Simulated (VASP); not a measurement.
# TaN (P6/mmm) in VASP: a series of runs

The runs below take TaN through relaxation of cell and atoms, with LDA, PBEsol+D3(BJ), r2SCAN.

Program: VASP 6.6.1. These are calculated values, not measurements. Logs are shortened: lines on timing, memory, paths and dates and some standing lists are left out, and cuts for length are marked.

### 1 The cell of the first run

Symmetry: P6/mmm, No. 191, hexagonal system. Conventional cell: a = 5.191 Å, b = 5.191 Å, c = 2.908 Å, α = 90.00°, β = 90.00°, γ = 120.00°. Ta (site symmetry 6/mmm) has 6 N at 2.60 Å and 14 Ta at 2.91 to 3.33 Å within 3.4 Å. Ta (site symmetry -6m2) has 6 N at 2.09 Å and 5 Ta at 2.91 to 3.00 Å within 3.0 Å. N (site symmetry mmm) has 6 Ta at 2.09 to 2.60 Å and 6 N at 2.60 to 2.91 Å within 3.0 Å.

### 2 Relaxation of cell and atoms, LDA

INCAR reads:

```
PREC     = Accurate       # precision mode
ENCUT    = 600            # plane-wave cutoff, eV
EDIFF    = 1E-7           # SCF threshold, eV
ISMEAR   = -1             # smearing method
SIGMA    = 0.1            # smearing width, eV
LREAL    = False          # projectors in reciprocal space
LASPH    = True           # aspherical terms in the spheres
NELM     = 60             # most SCF steps
ALGO     = Normal         # electronic algorithm
ISIF     = 3              # what is computed and relaxed
LWAVE    = False          # write WAVECAR
LCHARG   = False          # write CHGCAR
IBRION   = 2              # ionic algorithm
NSW      = 80             # ionic steps
EDIFFG   = -0.03          # ionic threshold
```

KPOINTS reads:

```
regular mesh
0
Gamma
  5 5 7
```

POSCAR reads:

```
TaN
1.0
    5.1910000000      0.0000000000      0.0000000000
   -2.5955000000      4.4955400000      0.0000000000
    0.0000000000      0.0000000000      2.9080000000
Ta N
3 3
Direct
    0.0000000000      0.0000000000      0.0000000000
    0.3333333333      0.6666666667      0.5000000000
    0.6666666667      0.3333333333      0.5000000000
    0.5000000000      0.0000000000      0.0000000000
    0.5000000000      0.5000000000      0.0000000000
    0.0000000000      0.5000000000      0.0000000000
```

Potentials or basis: VASP PAW LDA potentials, release 64 (Ta_pv, N).

Started as:

```bash
$ cat potpaw_LDA.64/Ta_pv/POTCAR potpaw_LDA.64/N/POTCAR > POTCAR
$ mpirun -np 1 vasp_std > vasp.out
```

OUTCAR:

```text
PREC = Accurate
   ENCUT = 600
   EDIFF = 1E-7
   ISMEAR = -1
   LREAL = False
   LASPH = True
   NELM = 60
   ISIF = 3
   IBRION = 2
   NSW = 80
   EDIFFG = -0.03

 ion  position               nearest neighbor table
   1  0.000  0.000  0.000-   4 2.60   4 2.60   6 2.60   6 2.60   5 2.60   5 2.60   3 3.33   3 3.33
                             2 3.33   2 3.33   2 3.33   3 3.33   2 3.33   3 3.33   2 3.33   3 3.33
   2  0.333  0.667  0.500-   6 2.09   6 2.09   5 2.09   5 2.09   4 2.09   4 2.09   3 3.00   3 3.00
                             3 3.00   1 3.33   1 3.33   1 3.33   1 3.33   1 3.33   1 3.33
   3  0.667  0.333  0.500-   6 2.09   6 2.09   5 2.09   5 2.09   4 2.09   4 2.09   2 3.00   2 3.00
                             2 3.00   1 3.33   1 3.33   1 3.33   1 3.33   1 3.33   1 3.33
   4  0.500  0.000  0.000-   2 2.09   3 2.09   2 2.09   3 2.09   1 2.60   1 2.60
   5  0.500  0.500  0.000-   2 2.09   3 2.09   2 2.09   3 2.09   1 2.60   1 2.60
   6  0.000  0.500  0.000-   2 2.09   3 2.09   2 2.09   3 2.09   1 2.60   1 2.60

  LATTYP: Found a hexagonal cell.
 ALAT       =     5.1910000000
 C/A-ratio  =     0.5602003468

  Lattice vectors:

 A1 = (   5.1910000000,   0.0000000000,   0.0000000000)
 A2 = (  -2.5955000000,   4.4955400000,   0.0000000000)
 A3 = (   0.0000000000,   0.0000000000,   2.9080000000)

Analysis of symmetry for initial positions (statically):
=====================================================================
 Subroutine PRICEL returns:
 Original cell was already a primitive cell.

 Routine SETGRP: Setting up the symmetry group for a
 hexagonal supercell.

 Subroutine GETGRP returns: Found 24 space group operations
 (whereof 24 operations were pure point group operations)
 out of a pool of 24 trial point group operations.

The static configuration has the point symmetry D_6h.

Analysis of symmetry for dynamics (positions and initial velocities):
=====================================================================
 Subroutine PRICEL returns:
 Original cell was already a primitive cell.

 Routine SETGRP: Setting up the symmetry group for a
 hexagonal supercell.

 Subroutine GETGRP returns: Found 24 space group operations
 (whereof 24 operations were pure point group operations)
 out of a pool of 24 trial point group operations.

The dynamic configuration has the point symmetry D_6h.

 Subroutine INISYM returns: Found 24 space group operations
 (whereof 24 operations are pure point group operations),
 and found     1 'primitive' translations

----------------------------------------------------------------------------------------

                                     Primitive cell

  volume of cell :      67.8621

[... 84 lines left out ...]
   ICHARG =      2    charge: 1-file 2-atom 10-const
   ISPIN  =      1    spin polarized calculation?
   LNONCOLLINEAR =      F non collinear calculations
   LSORBIT =      F    spin-orbit coupling
   LASPH  =      T    aspherical Exc in radial PAW
   ENCUT  =  600.0 eV  44.10 Ry    6.64 a.u.  10.37 10.37  5.81*2*pi/ulx,y,z
   NELM   =     60;   NELMIN=  2; NELMDL= -5     # of ELM steps
   EDIFF  = 0.1E-06   stopping-criterion for ELM
   LREAL  =      F    real-space projection
   EDIFFG = -.3E-01   stopping-criterion for IOM
   NSW    =     80    number of steps for IOM
   IBRION =      2    ionic relax: 0-MD 1-quasi-New 2-CG
   NFREE  =      1    steps in history (QN), initial steepest desc. (CG)
   ISIF   =      3    stress and relaxation
   ISYM   =      2    0-nonsym 1-usesym 2-fastsym
   POTIM  = 0.5000    time-step for ionic-motion
   TEBEG  =    0.0;   TEEND  =   0.0 temperature during run
   PSTRESS=    0.0 pullay stress
   NELECT =      48.0000    total number of electrons
   NUPDOWN=      -1.0000    fix difference up-down
   EMIN   =  10.00;   EMAX   =-10.00  energy-range for DOS
   EFERMI =   0.00;   METHOD = LEGACY
   ISMEAR =    -1;   SIGMA  =   0.10  broadening in eV -4-tet -1-fermi 0-gaus
   EFERMI_NEDOS =   21; number of points for ismear=-14 and -15
   IALGO  =     38    algorithm
   IMIX   =      4    mixing-type and parameters
     AMIX     =   0.40;   BMIX     =  1.00
     AMIX_MAG =   1.60;   BMIX_MAG =  1.00
  volume/ion in A,a.u.               =      11.31        76.33
  Fermi-wavevector in a.u.,A,eV,Ry     =   1.458633  2.756417 28.947909  2.127611
  Thomas-Fermi vector in A             =   2.575295
   LORBIT       =      0    0 simple, 1 ext, 2 COOP (PROOUT), +10 PAW based schemes
   GGA     = CA    functional components
   LHFCALC =     F    Hartree Fock is set to
   AEXX    =    0.0000 exact exchange contribution
   IVDW    =     0    specifies the selected vdW correction
   LEPSILON=     F    determine dielectric tensor
   LRPA    =     F    only Hartree local field effects (RPA)
 conjugate gradient relaxation of ions
 non-spin polarized calculation
  energy-cutoff  :      600.00
  volume of cell :       67.86
 maximum number of plane-waves:      2281
 NGX is ok and might be reduce to    42
   NGX = 21   NGY = 21   NGZ = 11

--------------------------------------- Ionic step        1  -------------------------------------------

 number of electron      48.0000004 magnetization

 Free energy of the ion-electron system (eV)
  ---------------------------------------------------
  ext. energy  EPLUGINS =         0.00000000
  ---------------------------------------------------
  free energy    TOTEN  =       -71.37503716 eV

  energy without entropy =      -71.34362317  energy(sigma->0) =      -71.35933017

------------------------ aborting loop because EDIFF is reached ----------------------------------------

  FORCE on cell =-STRESS in cart. coord.  units (eV):
  Direction    XX          YY          ZZ          XY          YZ          ZX
  --------------------------------------------------------------------------------------
  -------------------------------------------------------------------------------------
  Total       -0.9136120     -0.9136128     -2.7756209      0.0000000      0.0000000      0.0000000
  in kB      -21.5697476    -21.5697681    -65.5304923      0.0000000      0.0000000      0.0000000
  external PRESSURE =     -36.2233360 kB  Pullay stress =       0.0000000 kB
[... 147 lines left out ...]
--------------------------------------- Ionic step        5  -------------------------------------------

 number of electron      48.0000000 magnetization

 Free energy of the ion-electron system (eV)
  ---------------------------------------------------
  ext. energy  EPLUGINS =         0.00000000
  ---------------------------------------------------
  free energy    TOTEN  =       -71.38648559 eV

  energy without entropy =      -71.35685898  energy(sigma->0) =      -71.37167228

 E-fermi :   8.2961     XC(G=0): -13.3183

 val. band max:        8.1604686316   @ k =   0.0000   0.0000   0.2857
 cond. band min:       8.3917904272   @ k =   0.2000   0.0000   0.2857
 fundamental gap:      0.2313217956
 Fermi energy:         8.2960903284

 k-point     1 :       0.0000    0.0000    0.0000
  band No.  band energies     occupation
      1     -27.8427      2.00000
      2     -27.8427      2.00000
      3     -27.4359      2.00000
      4     -27.4359      2.00000
      5     -27.1930      2.00000
      6     -27.0754      2.00000
[... 642 lines left out ...]
  FREE ENERGIE OF THE ION-ELECTRON SYSTEM (eV)
  ---------------------------------------------------
  free  energy   TOTEN  =       -71.3864855904 eV

  energy  without entropy=      -71.3568589770  energy(sigma->0) =      -71.37167228

 reached required accuracy - stopping structural energy minimisation
```

It took 66 s on 1 thread of Intel Xeon 6975P-C (Granite Rapids), shared host; peak memory 0.2 GiB.

What came out:

| Item | Value |
| --- | --- |
| Free energy | -71.3865 eV |
| Relaxed volume | 11.21 Å³/atom |
| Relaxed cell | a = 5.189 Å, b = 5.189 Å, c = 2.885 Å, α = 90.00°, β = 90.00°, γ = 120.00° |
| Space group after relaxing (to 0.1 Å) | P6/mmm (No. 191) |
| Energy gained by relaxing | 1.9 meV/atom |
| Ionic steps | 5 |
| Pressure after relaxing | 0.0 GPa |
| Band gap on the k mesh | zero (bands 24 and 25 overlap by 2.08 eV) |

The path:
```tsv
step	energy change (eV)	largest force (eV/Å)	pressure (GPa)	volume (Å³)
1	0.0000	0.0000	-3.62	67.86
2	0.0589	0.0000	10.85	65.38
3	-0.0110	0.0000	0.22	67.15
4	-0.0110	0.0000	0.30	67.13
5	-0.0114	0.0000	-0.05	67.26
```

Final structure:
```cif
data_structure
_symmetry_space_group_name_H-M 'P 1'
_symmetry_Int_Tables_number 1
_cell_length_a 5.1889
_cell_length_b 5.1889
_cell_length_c 2.8845
_cell_angle_alpha 90.000
_cell_angle_beta 90.000
_cell_angle_gamma 120.000
_cell_volume 67.26
loop_
_atom_site_label
_atom_site_type_symbol
_atom_site_fract_x
_atom_site_fract_y
_atom_site_fract_z
_atom_site_occupancy
Ta1 Ta 0.00000 0.00000 0.00000 1
Ta2 Ta 0.33333 0.66667 0.50000 1
Ta3 Ta 0.66667 0.33333 0.50000 1
N1 N 0.50000 0.00000 0.00000 1
N2 N 0.50000 0.50000 0.00000 1
N3 N 0.00000 0.50000 0.00000 1
```

Levels at points of the mesh, in eV from the Fermi level:
```csv
k point,band 21,band 22,band 23,band 24,band 25,band 26,band 27,band 28
"(0.00, 0.00, 0.00)",-3.21,-2.70,-2.31,-1.48,-1.48,0.70,0.70,1.04
```

Caveat: spin-orbit coupling is left out, which moves the levels of the heavy elements.

### 3 Relaxation of cell and atoms, PBEsol+D3(BJ)

INCAR reads:

```
PREC = Accurate
ENCUT = 600
EDIFF = 1E-7
ISMEAR = -1
SIGMA = 0.1
LREAL = False
LASPH = True
NELM = 60
ALGO = Normal
ISIF = 3
LWAVE = False
LCHARG = False
GGA = PS
IVDW = 12
IBRION = 2
NSW = 80
EDIFFG = -0.03
```

KPOINTS is that of step 2.

POSCAR is that of step 2.

Potentials or basis: VASP PAW PBE potentials, release 64 (Ta_pv, N).

Started as:

```bash
$ cat potpaw_PBE.64/Ta_pv/POTCAR potpaw_PBE.64/N/POTCAR > POTCAR
$ mpirun -np 1 vasp_std > vasp.out
```

Wall time 58 s (1 thread of Intel Xeon 6975P-C (Granite Rapids), shared host); peak memory 0.23 GiB.

Results (log left out):

| Item | Value |
| --- | --- |
| Free energy | -71.3848 eV |
| Relaxed volume | 11.17 Å³/atom |
| Relaxed cell | a = 5.174 Å, b = 5.174 Å, c = 2.891 Å, α = 90.00°, β = 90.00°, γ = 120.00° |
| Space group after relaxing (to 0.1 Å) | P6/mmm (No. 191) |
| Energy gained by relaxing | 2.2 meV/atom |
| Ionic steps | 3 |
| Pressure after relaxing | -0.1 GPa |
| Band gap on the k mesh | zero (bands 24 and 25 overlap by 2.09 eV) |
| Dispersion energy per atom | -0.443 eV |

The path:
| step | energy change (eV) | largest force (eV/Å) | pressure (GPa) | volume (Å³) |
| --- | --- | --- | --- | --- |
| 1 | 0.0000 | 0.0000 | -4.45 | 67.86 |
| 2 | 0.0774 | 0.0000 | 12.64 | 64.82 |
| 3 | -0.0133 | 0.0000 | -0.07 | 67.01 |

Final structure:
```yaml
crystal:
  lattice:
    - [5.17357, 0.00000, 0.00000]
    - [-2.58679, 4.48045, 0.00000]
    - [0.00000, 0.00000, 2.89072]
  atoms:
    - { symbol: Ta, position: [0.00000, 0.00000, 0.00000] }
    - { symbol: Ta, position: [0.33333, 0.66667, 0.50000] }
    - { symbol: Ta, position: [0.66667, 0.33333, 0.50000] }
    - { symbol: N, position: [0.50000, 0.00000, 0.00000] }
    - { symbol: N, position: [0.50000, 0.50000, 0.00000] }
    - { symbol: N, position: [0.00000, 0.50000, 0.00000] }
```

Levels at points of the mesh, in eV from the Fermi level:
```
           k point  band 22  band 23  band 24  band 25  band 26  band 27
(0.00, 0.00, 0.00)    -2.71    -2.30    -1.46    -1.46     0.68     0.68
```

Caveat: the PAW data sets were made with another functional, which shifts forces and pressure a little; spin-orbit coupling is left out, which moves the levels of the heavy elements.

### 4 Relaxation of cell and atoms, r2SCAN

POSCAR is that of step 3.

INCAR.step1 reads:

```
SYSTEM = TaN
PREC = Accurate
ENCUT = 600
ISMEAR = -1
SIGMA = 0.1
LREAL = .False.
LASPH = .True.
NELM = 100
GGA = PE
ALGO = Normal
EDIFF = 1E-4
LWAVE = .True.
LCHARG = .False.
```

INCAR.step2 reads:

```
SYSTEM = TaN
PREC = Accurate
ENCUT = 600
EDIFF = 1E-6
ISMEAR = -1
SIGMA = 0.1
LREAL = .False.
LASPH = .True.
NELM = 100
ALGO = Normal
ISIF = 3
LWAVE = .False.
LCHARG = .False.
METAGGA = R2SCAN
LMIXTAU = .True.
IBRION = 2
NSW = 80
EDIFFG = -0.03
ISTART = 1
```

KPOINTS reads:

```
regular mesh
0
Gamma
  5 5 7
  0 0 0
```

Potentials or basis: VASP PAW PBE potentials, release 64 (Ta_pv, N).

Started as:

```bash
$ cat potpaw_PBE.64/Ta_pv/POTCAR potpaw_PBE.64/N/POTCAR > POTCAR
$ cp INCAR.step1 INCAR
$ mpirun -np 1 vasp_std > vasp.out
$ cp INCAR.step2 INCAR
$ mpirun -np 1 vasp_std > vasp.out
```

OUTCAR:

```text
SYSTEM = TaN
   PREC = Accurate
   ENCUT = 600
   EDIFF = 1E-6
   ISMEAR = -1
   LREAL = .False.
   LASPH = .True.
   NELM = 100
   ISIF = 3
   METAGGA = R2SCAN
   IBRION = 2
   NSW = 80
   EDIFFG = -0.03
   ISTART = 1

 ion  position               nearest neighbor table
   1  0.000  0.000  0.000-   4 2.60   4 2.60   6 2.60   6 2.60   5 2.60   5 2.60   3 3.33   3 3.33
                             2 3.33   2 3.33   2 3.33   3 3.33   2 3.33   3 3.33   2 3.33   3 3.33
   2  0.333  0.667  0.500-   6 2.09   6 2.09   5 2.09   5 2.09   4 2.09   4 2.09   3 3.00   3 3.00
                             3 3.00   1 3.33   1 3.33   1 3.33   1 3.33   1 3.33   1 3.33
   3  0.667  0.333  0.500-   6 2.09   6 2.09   5 2.09   5 2.09   4 2.09   4 2.09   2 3.00   2 3.00
                             2 3.00   1 3.33   1 3.33   1 3.33   1 3.33   1 3.33   1 3.33
   4  0.500  0.000  0.000-   2 2.09   3 2.09   2 2.09   3 2.09   1 2.60   1 2.60
   5  0.500  0.500  0.000-   2 2.09   3 2.09   2 2.09   3 2.09   1 2.60   1 2.60
   6  0.000  0.500  0.000-   2 2.09   3 2.09   2 2.09   3 2.09   1 2.60   1 2.60

  LATTYP: Found a hexagonal cell.
[... 195 lines left out ...]
  Total        3.4291809      3.4291841      1.7804788      0.0000000      0.0000000      0.0000000
  in kB       80.9605930     80.9606697     42.0358749      0.0000000      0.0000000      0.0000000
  external PRESSURE =      67.9857126 kB  Pullay stress =       0.0000000 kB
[... 147 lines left out ...]
--------------------------------------- Ionic step        5  -------------------------------------------

 number of electron      47.9999997 magnetization

 Free energy of the ion-electron system (eV)
  ---------------------------------------------------
  ext. energy  EPLUGINS =         0.00000000
  ---------------------------------------------------
  free energy    TOTEN  =      -178.45178477 eV

  energy without entropy =     -178.42094692  energy(sigma->0) =     -178.43636585

 E-fermi :   8.1396     XC(G=0): -13.8929

 val. band max:        8.1009660263   @ k =   0.0000   0.0000   0.2857
 cond. band min:       8.2180856467   @ k =   0.2000   0.0000   0.4286
 fundamental gap:      0.1171196204
 Fermi energy:         8.1396419913

 k-point     1 :       0.0000    0.0000    0.0000
  band No.  band energies     occupation
      1     -29.6684      2.00000
      2     -29.6684      2.00000
      3     -29.2882      2.00000
      4     -29.2882      2.00000
      5     -29.0408      2.00000
      6     -28.9177      2.00000
[... 642 lines left out ...]
  FREE ENERGIE OF THE ION-ELECTRON SYSTEM (eV)
  ---------------------------------------------------
  free  energy   TOTEN  =      -178.4517847724 eV

  energy  without entropy=     -178.4209469200  energy(sigma->0) =     -178.43636585

 reached required accuracy - stopping structural energy minimisation
```

OSZICAR.step1:

```text
N       E                     dE             d eps       ncg     rms          rms(c)
DAV:   1     0.489059051964E+03    0.48906E+03   -0.29161E+04  1120   0.200E+03
DAV:   2    -0.430952228180E+02   -0.53215E+03   -0.52050E+03  1332   0.540E+02
DAV:   3    -0.746897008485E+02   -0.31594E+02   -0.30960E+02  1384   0.124E+02
DAV:   4    -0.754545320399E+02   -0.76483E+00   -0.75150E+00  1392   0.174E+01
DAV:   5    -0.754723682579E+02   -0.17836E-01   -0.17589E-01  1408   0.206E+00    0.461E+01
DAV:   6    -0.653147192617E+02    0.10158E+02   -0.66976E+01  1420   0.470E+01    0.202E+01
DAV:   7    -0.649320768080E+02    0.38264E+00   -0.61348E+00  1432   0.168E+01    0.113E+01
DAV:   8    -0.647915359507E+02    0.14054E+00   -0.11967E+00  1424   0.575E+00    0.378E+00
DAV:   9    -0.647635998863E+02    0.27936E-01   -0.15067E-01  1424   0.305E+00    0.480E-01
DAV:  10    -0.647630858422E+02    0.51404E-03   -0.23044E-02  1396   0.889E-01    0.188E-01
DAV:  11    -0.647625528751E+02    0.53297E-03   -0.54436E-03  1412   0.473E-01    0.494E-02
DAV:  12    -0.647625297180E+02    0.23157E-04   -0.18707E-04   880   0.109E-01
   1 F= -.64762530E+02 E0= -.64746342E+02  d E =-.323748E-01
```

Wall time 5.6 min (1 thread of Intel Xeon 6975P-C (Granite Rapids), shared host); peak memory 0.24 GiB.

What came out:

```
Free energy                           : -178.4518 eV
Relaxed volume                        : 11.59 Å³/atom
Relaxed cell                          : a = 5.259 Å, b = 5.259 Å, c = 2.903 Å, α = 90.00°, β = 90.00°, γ = 120.00°
Space group after relaxing (to 0.1 Å) : P6/mmm (No. 191)
Energy gained by relaxing             : 7.0 meV/atom
Ionic steps                           : 5
Pressure after relaxing               : -0.1 GPa
Band gap on the k mesh                : zero (bands 24 and 25 overlap by 2.05 eV)
```

The path:
| step | energy change (eV) | largest force (eV/Å) | pressure (GPa) | volume (Å³) |
| --- | --- | --- | --- | --- |
| 1 | 0.0000 | 0.0000 | 6.80 | 67.86 |
| 2 | 0.0948 | 0.0000 | -13.11 | 72.68 |
| 3 | -0.0353 | 0.0000 | -0.68 | 69.47 |
| 4 | -0.0403 | 0.0000 | 0.23 | 69.55 |
| 5 | -0.0421 | 0.0000 | -0.09 | 69.53 |

Final structure:
```
Ta N
1.0
     5.25877    0.00000    0.00000
    -2.62938    4.55423    0.00000
     0.00000    0.00000    2.90307
Ta N
3 3
Cartesian
  0.0000 0.0000 0.0000
  0.0000 3.0362 1.4515
  2.6294 1.5181 1.4515
  2.6294 0.0000 0.0000
  1.3147 2.2771 0.0000
  -1.3147 2.2771 0.0000
```

Caveat: the PAW data sets were made with another functional, which shifts forces and pressure a little; spin-orbit coupling is left out, which moves the levels of the heavy elements. Zero-point motion and thermal expansion aren't in these numbers.

### 5 The runs side by side

```csv
level,potentials or basis,gap on the mesh (eV),pressure (GPa),relaxed volume (Å³/atom)
LDA,"VASP PAW LDA potentials, release 64 (Ta_pv, N)",none,0.0,11.21
PBEsol+D3(BJ),"VASP PAW PBE potentials, release 64 (Ta_pv, N)",none,-0.1,11.17
r2SCAN,"VASP PAW PBE potentials, release 64 (Ta_pv, N)",none,-0.1,11.59
```

Alike in all rows: task relaxation of cell and atoms; no spin polarisation; cell relaxed; k mesh 5 × 5 × 7; cutoff (eV) 600; smearing fermi-dirac 0.1 eV.

Caveats: spin-orbit coupling is left out, which moves the levels of the heavy elements; the PAW data sets were made with another functional, which shifts forces and pressure a little (at least some runs).

Absolute energies hang on the potentials; compare differences alone.
